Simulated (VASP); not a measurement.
Runs of VASP 6.6.1 on NaCdI3. The structure is that of space group Pm-3m (No. 221), or close to it. The cells are those of the table. 

```tsv
level	cell	gap on the mesh (eV)	pressure (GPa)
PBE	a = 6.021 Å, 5 atoms	none	-0.5
PBE	a = 5.962 Å, 5 atoms	none	0.1
PBE	a = 5.902 Å, 5 atoms	none	0.7
PBE	a = 5.918 Å, 5 atoms	none	(b)
r2SCAN	a = 5.918 Å, 5 atoms	0.16	0.1
r2SCAN	a = 5.859 Å, 5 atoms	0.20	(a)
PBE	a = 5.841 Å, 5 atoms	none	1.5
PBE	a = 6.079 Å, 5 atoms	none	-0.9
```

Alike in all rows: task single point; potentials or basis VASP PAW PBE potentials, release 64 (Na_pv, Cd, I); no spin polarisation; k mesh 4 × 4 × 4; cutoff (eV) 520; smearing fermi-dirac 0.02 eV.

Problem. Fill in the values left out.

Solution. (a) 0.8; (b) 0.5.

Caveats: spin-orbit coupling is left out, which moves the levels of the heavy elements; the PAW data sets were made with another functional, which shifts forces and pressure a little (at least some runs).

A k mesh can miss the band edges, and the runs leave out spin-orbit coupling on Cd, I.

A gap of «none» marks levels without a gap at the run's occupations.
